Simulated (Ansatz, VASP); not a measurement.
# BN: VASP beside Ansatz

File INCAR:

```
PREC     = Accurate       # precision mode
ENCUT    = 520            # plane-wave cutoff, eV
EDIFF    = 1E-6           # SCF threshold, eV
ISMEAR   = -1             # smearing method
SIGMA    = 0.03           # smearing width, eV
LREAL    = False          # projectors in reciprocal space
LASPH    = True           # aspherical terms in the spheres
NELM     = 80             # most SCF steps
ALGO     = Normal         # electronic algorithm
ISIF     = 2              # what is computed and relaxed
LWAVE    = False          # write WAVECAR
LCHARG   = False          # write CHGCAR
GGA      = PS             # functional
NBANDS   = 11             # bands
```

File KPOINTS:

```
regular mesh
0
Gamma
  13 13 13
```

File POSCAR:

```
BN
1.0
    0.0000000000      1.8075000000      1.8436500000
    1.8075000000      0.0000000000      1.8436500000
    1.8075000000      1.8075000000      0.0000000000
B N
1 1
Direct
    0.0000000000      0.0000000000      0.0000000000
    0.7500000000      0.7500000000      0.7500000000
```

Input for Ansatz:

```yaml
crystal:
  lattice:
    - [0.0, 1.8075, 1.84365]
    - [1.8075, 0.0, 1.84365]
    - [1.8075, 1.8075, 0.0]
  atoms:
    - { symbol: B, position: [0.0, 0.0, 0.0] }
    - { symbol: "N", position: [0.75, 0.75, 0.75] }
kpoints:
  mp_grid: { grid: [13, 13, 13] }
  band_path:
    path:
      - [0.0, 0.0, 0.0]
      - [0.5, 0.0, 0.5]
      - [0.75, 0.25, 0.5]
      - [0.5, 0.5, 0.5]
      - [0.0, 0.0, 0.0]
      - [0.5, 0.5, 0.0]
      - [0.6298539023, 0.6298539023, 0.2597078047]
      - [0.3701460977, 0.3701460977, 0.7402921953]
      - [0.0, 0.0, 0.0]
    npoints: 5
scf:
  occupations: { method: fermi_dirac, width: 0.03 }
hamiltonian:
  xc: pbesol
  pseudopotentials: { kind: all_electron, lapw: { basis_error: 0.001 } }
output:
  forces: true
  stress: true
  eigenvalues: true
```

Change from the starting cell: zz strain of +2 %.

Alike in both runs: task single point; functional PBEsol; k mesh 13 × 13 × 13; occupations fermi-dirac, width 0.03 eV; no spin polarisation.

|  | VASP | Ansatz |
| --- | --- | --- |
| version | VASP 6.6.1 | Ansatz 0.2.0 |
| potentials or method | VASP PAW PBE potentials, release 64 (B, N), cutoff 520 eV | all-electron LAPW, scalar-relativistic |

```csv
,VASP,Ansatz,Ansatz less VASP
gap on the k mesh at the Fermi level (eV),4.16,4.16,+0.008
pressure (GPa),-9.6,-10.1,-0.51
"traceless stress, the component that is largest in VASP (GPa)",-8.07,-8.09,-0.012
```

VASP's potentials were made for PBE, not for PBEsol. Ansatz ran all-electron here, and VASP with PAW potentials.
